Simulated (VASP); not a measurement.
# Zr2MnN2 (I4/mmm) in VASP: further runs

Zr2MnN2 is run at these levels: PBE; tasks: single point, relaxation of cell and atoms.

All numbers are computed with VASP 6.6.1; they aren't measurements. Logs are shortened: lines on timing, memory, paths and dates and some standing lists are left out, and cuts for length are marked.

## (1) The cell of the first run

It takes space group I4/mmm (No. 139, tetragonal). The conventional cell has a = 3.238 Å, b = 3.238 Å, c = 11.881 Å, α = 90.00°, β = 90.00°, γ = 90.00°. Zr (site symmetry 4mm) has 5 N at 2.23 to 2.30 Å and 4 Mn at 2.90 Å within 3.0 Å. Mn (site symmetry 4/mmm) has 2 N at 1.93 Å within 2.6 Å. N (site symmetry 4mm) has 1 Mn at 1.93 Å and 5 Zr at 2.23 to 2.30 Å within 2.6 Å.

## (2) Single point, PBE, collinear spin, ferromagnetic start

INCAR

```
SYSTEM = Zr2MnN2
  PREC = Accurate
  ENCUT = 600
  EDIFF = 1E-6
  ISMEAR = 0
  SIGMA = 0.15
  LREAL = .False.
  LASPH = .True.
  NELM = 200
  ALGO = Normal
  ISIF = 2
  LWAVE = .False.
  LCHARG = .False.
  ISPIN = 2
  MAGMOM = 0 0 4 0 0
  LORBIT = 11
  LMAXMIX = 4
  GGA = PE
  NBANDS = 36
  GGA_COMPAT = .False.
```

KPOINTS

```
regular mesh
0
Gamma
  5 5 5
  0 0 0
```

POSCAR

```
Zr2MnN2
1.0
   -1.6191314852      1.6191314852      5.9406936990
    1.6191314852     -1.6191314852      5.9406936990
    1.6191314852      1.6191314852     -5.9406936990
Zr Mn N
2 1 2
Direct
    0.3506100054      0.3506100054      0.0000000000
    0.6493899946      0.6493899946      0.0000000000
    0.0000000000      0.0000000000      0.0000000000
    0.1625509210      0.1625509210      0.0000000000
    0.8374490790      0.8374490790      0.0000000000
```

Potentials or basis: VASP PAW PBE potentials, release 64 (Zr_sv, Mn_pv, N).

The run is started by

```sh
> cat potpaw_PBE.64/Zr_sv/POTCAR potpaw_PBE.64/Mn_pv/POTCAR potpaw_PBE.64/N/POTCAR > POTCAR
> mpirun -np 1 vasp_std > vasp.out
```

OUTCAR:

```text
SYSTEM = Zr2MnN2
   PREC = Accurate
   ENCUT = 600
   EDIFF = 1E-6
   ISMEAR = 0
   LREAL = .False.
   LASPH = .True.
   NELM = 200
   ISIF = 2
   ISPIN = 2
   LORBIT = 11
   GGA = PE

 ion  position               nearest neighbor table
   1  0.351  0.351  0.000-   4 2.23   5 2.30   5 2.30   5 2.30   5 2.30   3 2.90   3 2.90   3 2.90
                             3 2.90   2 3.31   2 3.31   2 3.31   2 3.31   2 3.55
   2  0.649  0.649  0.000-   5 2.23   4 2.30   4 2.30   4 2.30   4 2.30   3 2.90   3 2.90   3 2.90
                             3 2.90   1 3.31   1 3.31   1 3.31   1 3.31   1 3.55
   3  0.000  0.000  0.000-   4 1.93   5 1.93   2 2.90   1 2.90   2 2.90   2 2.90   2 2.90   1 2.90
                             1 2.90   1 2.90
   4  0.163  0.163  0.000-   3 1.93   1 2.23   2 2.30   2 2.30   2 2.30   2 2.30
   5  0.837  0.837  0.000-   3 1.93   2 2.23   1 2.30   1 2.30   1 2.30   1 2.30

  LATTYP: Found a body centered tetragonal cell.
 ALAT       =     3.2382629704
 C/A-ratio  =     3.6690619343

  Lattice vectors:

 A1 = (  -1.6191314852,   1.6191314852,   5.9406936990)
 A2 = (   1.6191314852,  -1.6191314852,   5.9406936990)
 A3 = (   1.6191314852,   1.6191314852,  -5.9406936990)

Analysis of symmetry for initial positions (statically):
=====================================================================
 Subroutine PRICEL returns:
 Original cell was already a primitive cell.

 Routine SETGRP: Setting up the symmetry group for a
 body centered tetragonal supercell.

 Subroutine GETGRP returns: Found 16 space group operations
 (whereof 16 operations were pure point group operations)
 out of a pool of 16 trial point group operations.

The static configuration has the point symmetry D_4h.

Analysis of symmetry for dynamics (positions and initial velocities):
=====================================================================
 Subroutine PRICEL returns:
 Original cell was already a primitive cell.

 Routine SETGRP: Setting up the symmetry group for a
 body centered tetragonal supercell.

 Subroutine GETGRP returns: Found 16 space group operations
 (whereof 16 operations were pure point group operations)
 out of a pool of 16 trial point group operations.

The dynamic configuration has the point symmetry D_4h.

Analysis of structural, dynamic, and magnetic symmetry:
=====================================================================
 Subroutine PRICEL returns:
 Original cell was already a primitive cell.

 Routine SETGRP: Setting up the symmetry group for a
 body centered tetragonal supercell.

 Subroutine GETGRP returns: Found 16 space group operations
 (whereof 16 operations were pure point group operations)
 out of a pool of 16 trial point group operations.
[... 135 lines left out ...]
 maximum number of plane-waves:      2131
 NGX is ok and might be reduce to    54
   NGX = 25   NGY = 25   NGZ = 25

 number of electron      47.0000002 magnetization       1.7415126

 Free energy of the ion-electron system (eV)
  ---------------------------------------------------
  ext. energy  EPLUGINS =         0.00000000
  ---------------------------------------------------
  free energy    TOTEN  =       -49.42388843 eV

  energy without entropy =      -49.39466175  energy(sigma->0) =      -49.40927509

 E-fermi :  10.6583     XC(G=0): -12.4587

 val. band max:       10.6240390453   @ k =  -0.4000   0.4000   0.4000
 cond. band min:      10.6743982125   @ k =   0.2000   0.2000   0.2000
 fundamental gap:      0.0503591671
 Fermi energy:        10.6583044310

 spin component 1

 k-point     1 :       0.0000    0.0000    0.0000
  band No.  band energies     occupation
      1     -38.6593      1.00000
      2     -38.5126      1.00000
      3     -38.3838      1.00000
      4     -38.1087      1.00000
      5     -38.1087      1.00000
      6     -16.8237      1.00000
[... 673 lines left out ...]
     34      14.7693      0.00000
     35      15.1801      0.00000
 Fermi energy:        10.6583044310

 spin component 2

 k-point     1 :       0.0000    0.0000    0.0000
  band No.  band energies     occupation
      1     -38.5837      1.00000
      2     -38.5062      1.00000
      3     -36.4976      1.00000
      4     -35.9559      1.00000
      5     -35.9559      1.00000
      6     -16.9431      1.00000
[... 673 lines left out ...]
     34      14.8437      0.00000
     35      15.2151      0.00000
 [bands above 35 left out]

------------------------ aborting loop because EDIFF is reached ----------------------------------------

  FORCE on cell =-STRESS in cart. coord.  units (eV):
  Direction    XX          YY          ZZ          XY          YZ          ZX
  --------------------------------------------------------------------------------------
  -------------------------------------------------------------------------------------
  Total       -0.0839400     -0.0839400      0.2508042      0.0000000      0.0000000      0.0000000
  in kB       -2.1588289     -2.1588289      6.4503599      0.0000000      0.0000000      0.0000000
  external PRESSURE =       0.7109007 kB  Pullay stress =       0.0000000 kB

 VOLUME and BASIS-vectors are now :
 -----------------------------------------------------------------------------
  energy-cutoff  :      600.00
  volume of cell :       62.30
      direct lattice vectors                 reciprocal lattice vectors
    -1.619131485  1.619131485  5.940693699     0.000000000  0.308807533  0.084165255
     1.619131485 -1.619131485  5.940693699     0.308807533  0.000000000  0.084165255
     1.619131485  1.619131485 -5.940693699     0.308807533  0.308807533  0.000000000

 POSITION                                       TOTAL-FORCE (eV/Angst)
 -----------------------------------------------------------------------------------
      0.00000      0.00000      4.16573         0.000000      0.000000      0.042274
      0.00000      0.00000      7.71565         0.000000      0.000000     -0.042274
      0.00000      0.00000      0.00000        -0.000000     -0.000000      0.000000
      0.00000      0.00000      1.93133        -0.000000     -0.000000      0.047918
      0.00000      0.00000      9.95006         0.000000      0.000000     -0.047918
 -----------------------------------------------------------------------------------
    total drift:                               -0.000000     -0.000000      0.000000

  FREE ENERGIE OF THE ION-ELECTRON SYSTEM (eV)
  ---------------------------------------------------
  free  energy   TOTEN  =       -49.4238884308 eV

  energy  without entropy=      -49.3946617523  energy(sigma->0) =      -49.40927509

 total charge

# of ion       s       p       d       tot
------------------------------------------
    1        2.169   6.029   1.627   9.825
    2        2.169   6.029   1.627   9.825
    3        0.341   6.333   5.157  11.831
    4        1.242   2.489   0.000   3.730
    5        1.242   2.489   0.000   3.730
--------------------------------------------------
tot          7.162  23.367   8.411  38.941

 magnetization (x)

# of ion       s       p       d       tot
------------------------------------------
    1       -0.006  -0.004  -0.107  -0.117
    2       -0.006  -0.004  -0.107  -0.117
    3        0.014  -0.004   1.993   2.004
    4       -0.001   0.025   0.000   0.024
    5       -0.001   0.025   0.000   0.024
--------------------------------------------------
tot          0.001   0.038   1.780   1.819
```

stdout:

```text
POSCAR found type information on POSCAR ZrMnN
 POSCAR found :  3 types and       5 ions
 scaLAPACK will be used
 LDA part: xc-table for (Slater+PW92), standard interpolation
 POSCAR, INCAR and KPOINTS ok, starting setup
 FFT: planning ... GRIDC
 FFT: planning ... GRID_SOFT
 FFT: planning ... GRID
 WAVECAR not read
 entering main loop
```

Run time: 4.1 min. Hardware: 1 thread of Intel Xeon 6975P-C (Granite Rapids), shared host; peak memory 0.53 GiB.

Results:

| Item | Value |
| --- | --- |
| Free energy | -49.4239 eV |
| Pressure | 0.1 GPa |
| Largest force | 0.048 eV/Å |
| Net moment | 1.74 μB per cell |
| Site moments | Zr -0.12; Mn +2.00; N +0.02 μB |
| Valence electrons inside the program's atomic spheres | Zr 9.82; Mn 11.83; N 3.73 |

Forces in eV/Å, atoms in the order of the input:
```
Zr   0.000  0.000  0.042
Zr   0.000  0.000 -0.042
Mn   0.000  0.000  0.000
N    0.000  0.000  0.048
N    0.000  0.000 -0.048
```

Stress tensor (GPa, compression positive):
```
-0.22  0.00  0.00
 0.00 -0.22  0.00
 0.00  0.00  0.65
```

Caveat: the k points lie up to 0.40 Å⁻¹ apart; a cell with one magnetic atom can't hold antiferromagnetic order, which such compounds often take. With open d or f shells a metallic result of PBE can be an artefact of self-interaction; +U or a hybrid may open a gap.

## (3) Relaxation of cell and atoms, PBE, collinear spin, ferromagnetic start

This run uses another cell than the first one, of 12.78 Å³/atom.

INCAR

```
SYSTEM = Zr2MnN2
  PREC = Accurate
  ENCUT = 600
  EDIFF = 1E-7
  ISMEAR = 0
  SIGMA = 0.15
  LREAL = .FALSE.
  LASPH = .TRUE.
  NELM = 200
  ALGO = Normal
  ISIF = 3
  LWAVE = .FALSE.
  LCHARG = .FALSE.
  ISPIN = 2
  MAGMOM = 0 0 4 0 0
  LORBIT = 11
  LMAXMIX = 4
  GGA = PE
  IBRION = 2
  NSW = 36
  EDIFFG = -0.08
  GGA_COMPAT = .FALSE.
  NELMIN = 4
```

KPOINTS

```
Automatic mesh
0
G
  5 5 5
  0 0 0
```

POSCAR

```
Zr2MnN2
1.0
   -1.6250000000      1.6250000000      6.0500000000
    1.6250000000     -1.6250000000      6.0500000000
    1.6250000000      1.6250000000     -6.0500000000
Zr Mn N
2 1 2
Direct
    0.3450000000      0.3450000000      0.0000000000
    0.6550000000      0.6550000000      0.0000000000
    0.0000000000      0.0000000000      0.0000000000
    0.1550000000      0.1550000000      0.0000000000
    0.8450000000      0.8450000000      0.0000000000
```

Potentials or basis: VASP PAW PBE potentials, release 64 (Zr_sv, Mn_pv, N).

The run is started by

```sh
> cat potpaw_PBE.64/Zr_sv/POTCAR potpaw_PBE.64/Mn_pv/POTCAR potpaw_PBE.64/N/POTCAR > POTCAR
> mpirun -np 1 vasp_std > vasp.out
```

It took 26 min on 1 thread of Intel Xeon 6975P-C (Granite Rapids), shared host; peak memory 0.56 GiB.

The run converged. Its results:

```yaml
Free_energy: -49.4266 eV
Relaxed_volume: 12.43 Å³/atom
Relaxed_cell: a = 6.371 Å, b = 6.371 Å, c = 6.371 Å, α = 150.61°, β = 150.61°, γ = 42.05°
Space_group_after_relaxing_to_0.1_Å: I4/mmm (No. 139)
Energy_gained_by_relaxing: 31.8 meV/atom
Ionic_steps: 8
Pressure_after_relaxing: 0.3 GPa
Largest_force_after_relaxing: 0.043 eV/Å
Net_moment: 1.70 μB per cell
Site_moments: Zr -0.12; Mn +1.97; N +0.02 μB
Valence_electrons_inside_the_program's_atomic_spheres: Zr 9.83; Mn 11.83; N 3.73
```

Forces on the atoms (eV/Å):
```
Zr   0.000  0.000  0.006
Zr   0.000  0.000 -0.006
Mn   0.000  0.000  0.000
N    0.000  0.000  0.043
N    0.000  0.000 -0.043
```

Stress tensor (GPa, compression positive):
```
0.31 0.00 0.00
0.00 0.31 0.00
0.00 0.00 0.43
```

Step by step:
```
step  energy change (eV)  largest force (eV/Å)  pressure (GPa)  volume (Å³)
   1              0.0000                1.3300           -0.72        63.90
   2             -0.1120                0.3842           -1.02        63.37
   3             -0.1184                0.4193           -1.12        63.21
   4             -0.1492                0.3341            1.02        62.20
   5             -0.1492                0.3345            1.02        62.20
   6             -0.1561                0.0458           -1.18        62.64
   7             -0.1568                0.0413           -0.66        62.53
   8             -0.1589                0.0430            0.35        62.14
```

Final structure:
```yaml
crystal:
  lattice:
    - [-1.61621, 1.61621, 5.94718]
    - [1.61621, -1.61621, 5.94718]
    - [1.61621, 1.61621, -5.94718]
  atoms:
    - { symbol: Zr, position: [0.35107, 0.35107, 0.00000] }
    - { symbol: Zr, position: [0.64893, 0.64893, 0.00000] }
    - { symbol: Mn, position: [0.00000, 0.00000, 0.00000] }
    - { symbol: N, position: [0.16268, 0.16268, 0.00000] }
    - { symbol: N, position: [0.83732, 0.83732, 0.00000] }
```

Levels at points of the mesh, in eV from the Fermi level:
Spin up:
```
           k point  band 20  band 21  band 22  band 23  band 24  band 25  band 26  band 27  band 28  band 29
(0.00, 0.00, 0.00)    -2.62    -2.62    -2.33    -1.53    -1.53    -0.93     0.03     0.83     2.68     3.05
```
Spin down:
```tsv
k point	band 19	band 20	band 21	band 22	band 23	band 24	band 25	band 26	band 27	band 28
(0.00, 0.00, 0.00)	-2.53	-2.53	-2.40	-2.30	-0.21	-0.21	0.46	0.97	1.38	2.69
```

Caveat: the k points lie up to 0.40 Å⁻¹ apart in the final cell; a cell with one magnetic atom can't hold antiferromagnetic order, which such compounds often take; the relaxation stopped at a loose force limit of 0.08 eV/Å, so its end isn't a converged minimum.
